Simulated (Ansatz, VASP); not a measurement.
Br: VASP beside Ansatz

```
Br
1.0
     0.00000    2.87312    2.87312
     2.87312    0.00000    2.87312
     2.87312    2.87312    0.00000
Br
2
Direct
  0.87500 0.87500 0.87500
  0.12500 0.12500 0.12500
```

Change from the starting cell: volume scaled by 0.55, LAPW.

Alike in both runs: task single point; functional PBE; k mesh 11 × 11 × 11; occupations fermi-dirac, width 0.08 eV; no spin polarisation.

```csv
,VASP,Ansatz
version,VASP 6.6.1,Ansatz 0.2.0
potentials or method,"VASP PAW PBE potentials, release 64 (Br), cutoff 520 eV","all-electron LAPW, scalar-relativistic"
```

Ansatz gave:

- pressure (GPa): 35.5

Task: Which values does VASP return?

Result: Pressure (GPa): 35.6.

Both programs put the cell under a high pressure, so it lies far from rest at this level. Ansatz ran all-electron here, and VASP with PAW potentials.
